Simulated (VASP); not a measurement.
# Hf (Im-3m) in VASP: settings compared

The runs below take Hf through electric field gradients, with PBE, LDA.

Program: VASP 6.6.1. These are calculated values, not measurements. Logs are shortened: lines on timing, memory, paths and dates and some standing lists are left out, and cuts for length are marked.

## (1) The cell of the first run

It takes space group Im-3m (No. 229, cubic). Conventional cell: a = 3.640 Å, b = 3.640 Å, c = 3.640 Å, α = 90.00°, β = 90.00°, γ = 90.00°. Hf (site symmetry m-3m) has 14 Hf at 3.15 to 3.64 Å within 4.1 Å.

## (2) Electric field gradients, PBE (volume scaled by 1.025)

File INCAR:

```
PREC     = Accurate       # precision mode
ENCUT    = 520            # plane-wave cutoff, eV
EDIFF    = 1E-8           # SCF threshold, eV
ISMEAR   = -1             # smearing method
SIGMA    = 0.08           # smearing width, eV
LREAL    = F              # projectors in reciprocal space
LASPH    = T              # aspherical terms in the spheres
NELM     = 80             # most SCF steps
ALGO     = Normal         # electronic algorithm
ISIF     = 2              # what is computed and relaxed
LWAVE    = F              # write WAVECAR
LCHARG   = F              # write CHGCAR
GGA      = PE             # functional
LEFG     = T            
NBANDS   = 11             # bands
```

File KPOINTS:

```
Automatic mesh
0
Gamma
  16 16 16
```

File POSCAR:

```
Hf
1.0
   -1.8199180319      1.8199180319      1.8199180319
    1.8199180319     -1.8199180319      1.8199180319
    1.8199180319      1.8199180319     -1.8199180319
Hf
1
Direct
    0.0000000000      0.0000000000      0.0000000000
```

Potentials or basis: VASP PAW PBE potentials, release 64 (Hf_pv).

Launch:

```sh
cat potpaw_PBE.64/Hf_pv/POTCAR > POTCAR
mpirun -np 1 vasp_std > vasp.out
```

OUTCAR:

```text
PREC = Accurate
   ENCUT = 520
   EDIFF = 1E-8
   ISMEAR = -1
   LREAL = F
   LASPH = T
   NELM = 80
   ISIF = 2
   GGA = PE

 ion  position               nearest neighbor table
   1  0.000  0.000  0.000-

  LATTYP: Found a body centered cubic cell.
 ALAT       =     3.6398360638

  Lattice vectors:

 A1 = (  -1.8199180319,   1.8199180319,   1.8199180319)
 A2 = (   1.8199180319,  -1.8199180319,   1.8199180319)
 A3 = (   1.8199180319,   1.8199180319,  -1.8199180319)

Analysis of symmetry for initial positions (statically):
=====================================================================
 Subroutine PRICEL returns:
 Original cell was already a primitive cell.

 Routine SETGRP: Setting up the symmetry group for a
 body centered cubic supercell.

 Subroutine GETGRP returns: Found 48 space group operations
 (whereof 48 operations were pure point group operations)
 out of a pool of 48 trial point group operations.

The static configuration has the point symmetry O_h .

Analysis of symmetry for dynamics (positions and initial velocities):
=====================================================================
 Subroutine PRICEL returns:
 Original cell was already a primitive cell.

 Routine SETGRP: Setting up the symmetry group for a
 body centered cubic supercell.

 Subroutine GETGRP returns: Found 48 space group operations
 (whereof 48 operations were pure point group operations)
 out of a pool of 48 trial point group operations.

The dynamic configuration has the point symmetry O_h .

 Subroutine INISYM returns: Found 48 space group operations
 (whereof 48 operations are pure point group operations),
 and found     1 'primitive' translations

----------------------------------------------------------------------------------------

                                     Primitive cell

  volume of cell :      24.1110

  direct lattice vectors                    reciprocal lattice vectors
    -1.819918032  1.819918032  1.819918032     0.000000000  0.274737648  0.274737648
     1.819918032 -1.819918032  1.819918032     0.274737648  0.000000000  0.274737648
     1.819918032  1.819918032 -1.819918032     0.274737648  0.274737648  0.000000000

  length of vectors
     3.152190497  3.152190497  3.152190497     0.388537708  0.388537708  0.388537708

  position of ions in fractional coordinates (direct lattice)
     0.000000000  0.000000000  0.000000000

  ion indices of the primitive-cell ions
   primitive index   ion index
                 1           1

----------------------------------------------------------------------------------------

 KPOINTS: Automatic mesh

Automatic generation of k-mesh.
 Grid dimensions read from file:
 generate k-points for:   16   16   16

 Generating k-lattice:

  Cartesian coordinates                     Fractional coordinates (reciprocal lattice)
     0.000000000  0.017171103  0.017171103     0.062500000  0.000000000  0.000000000
     0.017171103  0.000000000  0.017171103     0.000000000  0.062500000  0.000000000
     0.017171103  0.017171103  0.000000000     0.000000000  0.000000000  0.062500000

  Length of vectors
     0.024283607  0.024283607  0.024283607

  Shift w.r.t. Gamma in fractional coordinates (k-lattice)
     0.000000000  0.000000000  0.000000000

 Subroutine IBZKPT returns following result:
 ===========================================

 Found    145 irreducible k-points:

 Following reciprocal coordinates:
            Coordinates               Weight
  0.000000  0.000000  0.000000      1.000000
  0.062500  0.000000  0.000000     12.000000
  0.125000  0.000000  0.000000     12.000000
  0.187500  0.000000  0.000000     12.000000
  0.250000  0.000000  0.000000     12.000000
  0.312500  0.000000  0.000000     12.000000
[... 16 lines left out ...]
  0.187500  0.187500  0.000000     24.000000
  0.250000  0.187500  0.000000     48.000000
 [... further k-points ...]
   k-points           NKPTS =    145   k-points in BZ     NKDIM =    145   number of bands    NBANDS=     11
   number of dos      NEDOS =    301   number of ions     NIONS =      1
   total plane-waves  NPLWV =  13824
   dimension x,y,z NGX =    24 NGY =   24 NGZ =   24
   dimension x,y,z NGXF=    48 NGYF=   48 NGZF=   48
   ions per type =               1
   NGX,Y,Z   is equivalent  to a cutoff of  12.66, 12.66, 12.66 a.u.
   NGXF,Y,Z  is equivalent  to a cutoff of  25.32, 25.32, 25.32 a.u.
 SYSTEM =  unknown system
   PREC   = accura    normal or accurate (medium, high low for compatibility)
   ISTART =      0    job   : 0-new  1-cont  2-samecut
   ICHARG =      2    charge: 1-file 2-atom 10-const
   ISPIN  =      1    spin polarized calculation?
   LNONCOLLINEAR =      F non collinear calculations
   LSORBIT =      F    spin-orbit coupling
   LASPH  =      T    aspherical Exc in radial PAW
   ENCUT  =  520.0 eV  38.22 Ry    6.18 a.u.   5.86  5.86  5.86*2*pi/ulx,y,z
   NELM   =     80;   NELMIN=  2; NELMDL= -5     # of ELM steps
   EDIFF  = 0.1E-07   stopping-criterion for ELM
   LREAL  =      F    real-space projection
   EDIFFG = 0.1E-06   stopping-criterion for IOM
   NSW    =      0    number of steps for IOM
   IBRION =     -1    ionic relax: 0-MD 1-quasi-New 2-CG
   NFREE  =      0    steps in history (QN), initial steepest desc. (CG)
   ISIF   =      2    stress and relaxation
   ISYM   =      2    0-nonsym 1-usesym 2-fastsym
   POTIM  = 0.5000    time-step for ionic-motion
   TEBEG  =    0.0;   TEEND  =   0.0 temperature during run
   PSTRESS=    0.0 pullay stress
   NELECT =      10.0000    total number of electrons
   NUPDOWN=      -1.0000    fix difference up-down
   EMIN   =  10.00;   EMAX   =-10.00  energy-range for DOS
   EFERMI =   0.00;   METHOD = LEGACY
   ISMEAR =    -1;   SIGMA  =   0.08  broadening in eV -4-tet -1-fermi 0-gaus
   EFERMI_NEDOS =   21; number of points for ismear=-14 and -15
   IALGO  =     38    algorithm
   IMIX   =      4    mixing-type and parameters
     AMIX     =   0.40;   BMIX     =  1.00
     AMIX_MAG =   1.60;   BMIX_MAG =  1.00
  volume/ion in A,a.u.               =      24.11       162.71
  Fermi-wavevector in a.u.,A,eV,Ry     =   1.220871  2.307111 20.279828  1.490525
  Thomas-Fermi vector in A             =   2.356073
   LORBIT       =      0    0 simple, 1 ext, 2 COOP (PROOUT), +10 PAW based schemes
   GGA     = PE    functional components
   LHFCALC =     F    Hartree Fock is set to
   AEXX    =    0.0000 exact exchange contribution
   IVDW    =     0    specifies the selected vdW correction
   LEPSILON=     F    determine dielectric tensor
   LRPA    =     F    only Hartree local field effects (RPA)
 non-spin polarized calculation
  energy-cutoff  :      520.00
  volume of cell :       24.11
 maximum number of plane-waves:       682
   NGX = 11   NGY = 11   NGZ = 11

 number of electron      10.0000000 magnetization

 number of electron       9.9999997 magnetization

 Free energy of the ion-electron system (eV)
  ---------------------------------------------------
  ext. energy  EPLUGINS =         0.00000000
  ---------------------------------------------------
  free energy    TOTEN  =        -9.71992972 eV

  energy without entropy =       -9.67405034  energy(sigma->0) =       -9.69699003

 E-fermi :   4.0887     XC(G=0): -10.9492

 val. band max:        4.0867781751   @ k =   0.3125   0.1250   0.0625
 cond. band min:       4.0987414823   @ k =  -0.4375  -0.4375   0.0625
 fundamental gap:      0.0119633072
 Fermi energy:         4.0886517396

 k-point     1 :       0.0000    0.0000    0.0000
  band No.  band energies     occupation
      1     -26.0441      2.00000
      2     -26.0441      2.00000
      3     -26.0441      2.00000
      4      -2.7061      2.00000
      5       5.5473      0.00000
      6       5.5473      0.00000
      7       5.5473      0.00000
      8       8.1160      0.00000
      9       8.1160      0.00000
     10      17.0149      0.00000
     11      17.0149      0.00000

 k-point     2 :       0.0625    0.0000    0.0000
  band No.  band energies     occupation
      1     -26.0696      2.00000
      2     -26.0522      2.00000
      3     -26.0442      2.00000
      4      -2.5734      2.00000
      5       5.4549      0.00000
      6       5.5121      0.00000
      7       5.6765      0.00000
      8       7.9685      0.00000
      9       8.1152      0.00000
     10      17.0635      0.00000
     11      17.1379      0.00000
[... 295 lines left out ...]
 k-point    24 :       0.2500    0.1875    0.0000
  band No.  band energies     occupation
      1     -26.5403      2.00000
      2     -26.2497      2.00000
      3     -26.0976      2.00000
      4       0.9757      2.00000
      5       3.7061      1.98337
      6       4.1476      0.64725
      7       7.5777      0.00000
      8       8.7255      0.00000
      9      10.0140      0.00000
     10      14.2035      0.00000
     11      16.8806      0.00000

 [... further k-points ...]
[... 5 lines left out ...]
  --------------------------------------------------------------------------------------
  -------------------------------------------------------------------------------------
  Total       -1.0682834     -1.0682834     -1.0682834      0.0000000     -0.0000000      0.0000000
  in kB      -70.9874542    -70.9874542    -70.9874542      0.0000000     -0.0000000      0.0000000
  external PRESSURE =     -70.9874542 kB  Pullay stress =       0.0000000 kB

 VOLUME and BASIS-vectors are now :
 -----------------------------------------------------------------------------
  energy-cutoff  :      520.00
  volume of cell :       24.11
      direct lattice vectors                 reciprocal lattice vectors
    -1.819918032  1.819918032  1.819918032     0.000000000  0.274737648  0.274737648
     1.819918032 -1.819918032  1.819918032     0.274737648  0.000000000  0.274737648
     1.819918032  1.819918032 -1.819918032     0.274737648  0.274737648  0.000000000

 POSITION                                       TOTAL-FORCE (eV/Angst)
 -----------------------------------------------------------------------------------
      0.00000      0.00000      0.00000         0.000000     -0.000000      0.000000
 -----------------------------------------------------------------------------------
    total drift:                               -0.000000     -0.000000     -0.000000

  FREE ENERGIE OF THE ION-ELECTRON SYSTEM (eV)
  ---------------------------------------------------
  free  energy   TOTEN  =        -9.7199297177 eV

  energy  without entropy=       -9.6740503358  energy(sigma->0) =       -9.69699003

 Electric field gradients (V/A^2)
---------------------------------------------------------------------
 ion       V_xx      V_yy      V_zz      V_xy      V_xz      V_yz
---------------------------------------------------------------------
   1      -0.000     0.000     0.000    -0.000    -0.000    -0.000
---------------------------------------------------------------------

 Electric field gradients after diagonalization (V/A^2)
 (convention: |V_zz| > |V_xx| > |V_yy|)
----------------------------------------------------------------------
 ion       V_xx      V_yy      V_zz     asymmetry (V_yy - V_xx)/ V_zz
----------------------------------------------------------------------
   1       0.000     0.000    -0.000       0.000
----------------------------------------------------------------------

           NMR quadrupolar parameters

 Cq : quadrupolar parameter    Cq=e*Q*V_zz/h
 eta: asymmetry parameters     (V_yy - V_xx)/ V_zz
 Q  : nuclear electric quadrupole moment in mb (millibarn)
----------------------------------------------------------------------
 ion       Cq(MHz)       eta       Q (mb)
----------------------------------------------------------------------
   1      -0.000       0.000       1.000
----------------------------------------------------------------------
```

Run time: 39 s. Hardware: 1 thread of AMD EPYC 7R43 (Zen 3), shared host; peak memory 0.13 GiB.

What came out:

```
Free energy            : -9.7199 eV
Pressure               : -7.1 GPa
Band gap on the k mesh : zero (band 5 reaches 5.55 eV, above the bottom of band 6 at 3.40 eV)
```

Caveat: without QUAD_EFG the Cq values of the log hold for a quadrupole moment of 1 mb, not for the nuclei; spin-orbit coupling is left out, which moves the levels of the heavy elements.

## (3) Electric field gradients, PBE (volume scaled by 1.05)

File INCAR:

```
SYSTEM = Hf
PREC     = Accurate       ! precision mode
ENCUT    = 520            ! plane-wave cutoff, eV
EDIFF    = 1E-8           ! SCF threshold, eV
ISMEAR   = -1             ! smearing method
SIGMA    = 0.08           ! smearing width, eV
LREAL    = .FALSE.        ! projectors in reciprocal space
LASPH    = .TRUE.         ! aspherical terms in the spheres
NELM     = 80             ! most SCF steps
ALGO     = Normal         ! electronic algorithm
ISIF     = 2              ! what is computed and relaxed
LWAVE    = .FALSE.        ! write WAVECAR
LCHARG   = .FALSE.        ! write CHGCAR
GGA      = PE             ! functional
LEFG     = .TRUE.       
NBANDS   = 11             ! bands
```

File KPOINTS:

```
Automatic mesh
0
G
  16 16 16
  0 0 0
```

File POSCAR:

```
Hf
1.0
   -1.8345954240      1.8345954240      1.8345954240
    1.8345954240     -1.8345954240      1.8345954240
    1.8345954240      1.8345954240     -1.8345954240
Hf
1
Direct
    0.0000000000      0.0000000000      0.0000000000
```

Potentials or basis: VASP PAW PBE potentials, release 64 (Hf_pv).

Launch:

```sh
cat potpaw_PBE.64/Hf_pv/POTCAR > POTCAR
mpirun -np 1 vasp_std > vasp.out
```

OUTCAR:

```text
SYSTEM = Hf
   PREC = Accurate
   ENCUT = 520
   EDIFF = 1E-8
   ISMEAR = -1
   LREAL = .FALSE.
   LASPH = .TRUE.
   NELM = 80
   ISIF = 2
   GGA = PE

 ion  position               nearest neighbor table
   1  0.000  0.000  0.000-

  LATTYP: Found a body centered cubic cell.
 ALAT       =     3.6691908480

  Lattice vectors:

 A1 = (  -1.8345954240,   1.8345954240,   1.8345954240)
 A2 = (   1.8345954240,  -1.8345954240,   1.8345954240)
 A3 = (   1.8345954240,   1.8345954240,  -1.8345954240)

[... 541 lines left out ...]
    total drift:                               -0.000000      0.000000      0.000000

  FREE ENERGIE OF THE ION-ELECTRON SYSTEM (eV)
  ---------------------------------------------------
  free  energy   TOTEN  =        -9.6906691021 eV

  energy  without entropy=       -9.6430722944  energy(sigma->0) =       -9.66687070

 Electric field gradients (V/A^2)
---------------------------------------------------------------------
 ion       V_xx      V_yy      V_zz      V_xy      V_xz      V_yz
---------------------------------------------------------------------
   1      -0.000     0.000     0.000     0.000     0.000     0.000
---------------------------------------------------------------------

 Electric field gradients after diagonalization (V/A^2)
 (convention: |V_zz| > |V_xx| > |V_yy|)
----------------------------------------------------------------------
 ion       V_xx      V_yy      V_zz     asymmetry (V_yy - V_xx)/ V_zz
----------------------------------------------------------------------
   1      -0.000    -0.000     0.000       0.000
----------------------------------------------------------------------

           NMR quadrupolar parameters

 Cq : quadrupolar parameter    Cq=e*Q*V_zz/h
 eta: asymmetry parameters     (V_yy - V_xx)/ V_zz
 Q  : nuclear electric quadrupole moment in mb (millibarn)
----------------------------------------------------------------------
 ion       Cq(MHz)       eta       Q (mb)
----------------------------------------------------------------------
   1       0.000       0.000       1.000
----------------------------------------------------------------------
```

OSZICAR:

```text
N       E                     dE             d eps       ncg     rms          rms(c)
DAV:   1     0.127873707502E+02    0.12787E+02   -0.55991E+03  3198   0.822E+02
DAV:   2    -0.962980317412E+01   -0.22417E+02   -0.21770E+02  4004   0.154E+02
DAV:   3    -0.101057395712E+02   -0.47594E+00   -0.46736E+00  4010   0.152E+01
DAV:   4    -0.101082434806E+02   -0.25039E-02   -0.25028E-02  3614   0.129E+00
DAV:   5    -0.101082609115E+02   -0.17431E-04   -0.17431E-04  4024   0.950E-02    0.433E+01
DAV:   6    -0.979133627537E+01    0.31692E+00   -0.28057E-01  3466   0.381E+00    0.247E+01
DAV:   7    -0.969517673250E+01    0.96160E-01   -0.35721E-01  3577   0.416E+00    0.108E+00
DAV:   8    -0.969071318108E+01    0.44636E-02   -0.24603E-02  3514   0.113E+00    0.215E-01
DAV:   9    -0.969066275231E+01    0.50429E-04   -0.41358E-04  3889   0.178E-01    0.570E-02
DAV:  10    -0.969066976702E+01   -0.70147E-05   -0.40993E-05  3843   0.480E-02    0.340E-02
DAV:  11    -0.969066922052E+01    0.54650E-06   -0.49058E-06  3793   0.162E-02    0.146E-03
DAV:  12    -0.969066916875E+01    0.51766E-07   -0.77432E-08  3876   0.252E-03    0.219E-03
DAV:  13    -0.969066909678E+01    0.71977E-07   -0.36177E-09  2388   0.508E-04    0.892E-05
DAV:  14    -0.969066910208E+01   -0.53080E-08   -0.40174E-10  2063   0.181E-04
   1 F= -.96906691E+01 E0= -.96668707E+01  d E =-.475968E-01
```

It took 39 s on 1 thread of AMD EPYC 7R43 (Zen 3), shared host; peak memory 0.13 GiB.

What came out:

```yaml
Free_energy: -9.6907 eV
Pressure: -8.9 GPa
Band_gap_on_the_k_mesh: zero (band 5 reaches 5.37 eV, above the bottom of band 6 at 3.27 eV)
```

Levels at points of the mesh, in eV from the Fermi level:
```csv
k point,band 1,band 2,band 3,band 4,band 5,band 6,band 7,band 8,band 9,band 10
"(0.00, 0.00, 0.00)",-30.23,-30.23,-30.23,-6.72,1.43,1.43,1.43,3.93,3.93,12.81
"(0.50, 0.00, 0.00)",-30.81,-30.42,-30.23,-3.10,-0.35,0.73,3.72,4.62,6.75,8.87
"(0.50, 0.50, 0.50)",-30.65,-30.65,-30.65,-2.18,-2.18,6.04,6.04,6.04,6.48,6.48
```

Caveat: without QUAD_EFG the Cq values of the log hold for a quadrupole moment of 1 mb, not for the nuclei; spin-orbit coupling is left out, which moves the levels of the heavy elements.

[end of part 1 of 2]
